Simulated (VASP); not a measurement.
# NaF (Villiaumite): vibrations by perturbation theory with PBEsol

The system is NaF (Villiaumite).

```
CELL_PARAMETERS angstrom
0.00000 2.29172 2.29172
2.29172 0.00000 2.29172
2.29172 2.29172 0.00000
ATOMIC_POSITIONS crystal
Na 0.00000 0.00000 0.00000
F 0.50000 0.50000 0.50000
```

This cell differs from its parent crystal: volume scaled by 0.970.

```json
{
 "Program": "VASP 6.6.1",
 "Task": "vibrations by perturbation theory",
 "Functional": "PBEsol",
 "Potentials or basis": "VASP PAW PBE potentials, release 64 (Na_pv, F)",
 "Cutoff": "520 eV",
 "k mesh": "8 × 8 × 8",
 "Occupations": "gaussian, width 0.01 eV",
 "Spin": "no spin polarisation",
 "Dipole correction": "no",
 "Further INCAR settings": "ALGO = Normal; EDIFF = 1e-08; NBANDS = 14; IBRION = 8; NSW = 1"
}
```

```json
{"Highest phonon frequency at Γ, LO-TO splitting left out": "263 cm⁻¹"}
```

Phonon frequencies in cm⁻¹ (negative: imaginary):
```
              q point           frequencies
(0.000, 0.000, 0.000)  -1 -1 -1 263 263 263
```

Run time: 21 s on 1 thread of Intel(R) Xeon(R) 6975P-C (Granite Rapids) (shared host), peak memory 0.17 GiB.

Caveat: the cell wasn't relaxed at this level first, which shifts response properties.
